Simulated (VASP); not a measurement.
Here is a VASP 6.6.1 calculation.

The input INCAR:

```
PREC     = Accurate       # precision mode
ENCUT    = 520            # plane-wave cutoff, eV
EDIFF    = 1E-7           # SCF threshold, eV
ISMEAR   = -1             # smearing method
SIGMA    = 0.01           # smearing width, eV
LREAL    = False          # projectors in reciprocal space
LASPH    = True           # aspherical terms in the spheres
NELM     = 100            # most SCF steps
ALGO     = Normal         # electronic algorithm
ISIF     = 2              # what is computed and relaxed
LWAVE    = False          # write WAVECAR
LCHARG   = False          # write CHGCAR
GGA      = PE             # functional
NBANDS   = 16             # bands
```

KPOINTS

```
Automatic mesh
0
Gamma
  9 9 9
```

The input POSCAR:

```
AgCl
1.0
    3.4339730000      0.0000000000      0.0000000000
    0.0000000000      3.4339730000      0.0000000000
    0.0000000000      0.0000000000      3.3652935400
Ag Cl
1 1
Direct
    0.0000000000      0.0000000000      0.0000000000
    0.5000000000      0.5000000000      0.5000000000
```

Potentials or basis: VASP PAW PBE potentials, release 64 (Ag, Cl).

The run is started by

```console
$ cat potpaw_PBE.64/Ag/POTCAR potpaw_PBE.64/Cl/POTCAR > POTCAR
$ mpirun -np 1 vasp_std > vasp.out
```

**Question.** Predict the band gap on the k mesh.

**Answer.** 0.58 eV (least direct gap 2.01 eV).

**Question.** Predict the pressure.

**Answer.** 0.7 GPa.

Stress tensor (GPa, compression positive):
```
0.39 0.00 0.00
0.00 0.39 0.00
0.00 0.00 1.42
```

Caveat: the cell differs from its parent crystal (zz strain of -2 %); an odd mesh through Γ misses points on the zone boundary, where band edges can lie.
